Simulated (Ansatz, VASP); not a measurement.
One calculation of TiC, two programs

```
CELL_PARAMETERS angstrom
3.04518 0.00000 0.00000
-1.52259 2.63721 0.00000
0.00000 0.00000 2.69404
ATOMIC_POSITIONS crystal
Ti 0.00000 0.00000 0.00000
C 0.33333 0.66667 0.50000
```

Alike in both runs: functional PBE; k mesh 16 × 16 × 14; occupations fermi-dirac, width 0.08 eV; no spin polarisation.

Ansatz relaxed the structure, and its values are those at the end. VASP's run is a single point on that final structure, the one shown.

|  | VASP | Ansatz |
| --- | --- | --- |
| version | VASP 6.6.1 | Ansatz 0.2.0 |
| potentials or method | VASP PAW PBE potentials, release 64 (Ti_sv, C) | PAW with Ansatz's default frozen-core files, scalar-relativistic |
| plane-wave cutoff (eV) | 520 | 420 |
| valence electrons in the cell | 16 | 16 |

```tsv
	VASP	Ansatz	Ansatz less VASP
gap on the k mesh at the Fermi level (eV)	none	none	-
pressure (GPa)	0.2	0.0	-0.19
```

A gap of «none» marks a metal or a gap that the smearing closes.
